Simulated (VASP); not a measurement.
A run of VASP 6.6.1:

Contents of INCAR:

```
  PREC = Accurate
  ENCUT = 520
  EDIFF = 1E-6
  ISMEAR = 0
  SIGMA = 0.1
  LREAL = False
  LASPH = True
  NELM = 60
  ALGO = Normal
  ISIF = 2
  LWAVE = False
  LCHARG = False
  GGA = PE
  NBANDS = 24
```

The input KPOINTS:

```
Automatic mesh
0
Gamma
  10 10 8
```

The input POSCAR:

```
TiSeF2
1.0
    3.9207807403      0.0000000000      0.0000000000
    0.0000000000      3.9207807403      0.0000000000
    0.0000000000      0.0000000000      4.9363696857
Ti Se F
1 1 2
Direct
    0.0000000000      0.0000000000      0.0000000000
    0.0000000000      0.0000000000      0.5000000000
    0.5000000000      0.0000000000      0.0000000000
    0.0000000000      0.5000000000      0.0000000000
```

Potentials or basis: VASP PAW PBE potentials, release 64 (Ti_sv, Se, F).

The run is started by

```bash
$ cat potpaw_PBE.64/Ti_sv/POTCAR potpaw_PBE.64/Se/POTCAR potpaw_PBE.64/F/POTCAR > POTCAR
$ mpirun -np 1 vasp_std > vasp.out
```

Hardware: 1 thread of Intel(R) Xeon(R) Platinum 8488C (Sapphire Rapids), on a shared host.

Estimate the wall time of this run.

It took 2.6 min on 1 thread of Intel(R) Xeon(R) Platinum 8488C (Sapphire Rapids) (shared host), peak memory 0.31 GiB. Counts: scf iterations 16, k points 105.
